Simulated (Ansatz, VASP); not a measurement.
One calculation of Si, two programs

INCAR

```
SYSTEM = Si
PREC = Accurate
ENCUT = 520
EDIFF = 1E-7
ISMEAR = -1
SIGMA = 0.05
LREAL = .FALSE.
LASPH = .TRUE.
NELM = 80
ALGO = Normal
ISIF = 2
LWAVE = .FALSE.
LCHARG = .TRUE.
GGA = PE
LELF = .TRUE.
LVHAR = .TRUE.
NBANDS = 11
```

Contents of KPOINTS:

```
Automatic mesh
0
G
  10 10 10
  0 0 0
```

File POSCAR:

```
Si
1.0
    0.0000000000      2.7135600000      2.7135600000
    2.7135600000      0.0000000000      2.7135600000
    2.7135600000      2.7135600000      0.0000000000
Si
2
Direct
    0.7200000000      0.7200000000      0.7200000000
    0.5300000000      0.5300000000      0.5300000000
```

Input for Ansatz:

```yaml
crystal:
  lattice:
    - [0.0, 2.71356, 2.71356]
    - [2.71356, 0.0, 2.71356]
    - [2.71356, 2.71356, 0.0]
  atoms:
    - { symbol: Si, position: [0.72, 0.72, 0.72] }
    - { symbol: Si, position: [0.53, 0.53, 0.53] }
kpoints:
  mp_grid: { grid: [10, 10, 10] }
scf:
  occupations: { method: fermi_dirac, width: 0.05 }
hamiltonian:
  xc: pbe
  pseudopotentials: { kind: all_electron, lapw: { basis_error: 0.001 } }
output:
  forces: true
  stress: true
  eigenvalues: true
  populations: true
```

Change from the starting cell: shortest bond scaled by 0.76, LAPW.

Alike in both runs: task single point; functional PBE; k mesh 10 × 10 × 10; occupations fermi-dirac, width 0.05 eV; no spin polarisation.

```csv
,VASP,Ansatz
version,VASP 6.6.1,Ansatz 0.2.0
potentials or method,"VASP PAW PBE potentials, release 64 (Si), cutoff 520 eV","all-electron LAPW, scalar-relativistic"
```

Ansatz gave:

* pressure (GPa): 26.0
* traceless stress, the component that is largest in VASP (GPa): 33.01
* rms of the force components (eV/Å): 9.637

Question: What did VASP give for the same quantities?

Answer: Pressure (GPa): 25.8; traceless stress, the component that is largest in VASP (GPa): 32.73; rms of the force components (eV/Å): 9.561.

Atom by atom the forces differ by 0.076 eV/Å (rms over components). Ansatz ran all-electron here, and VASP with PAW potentials.
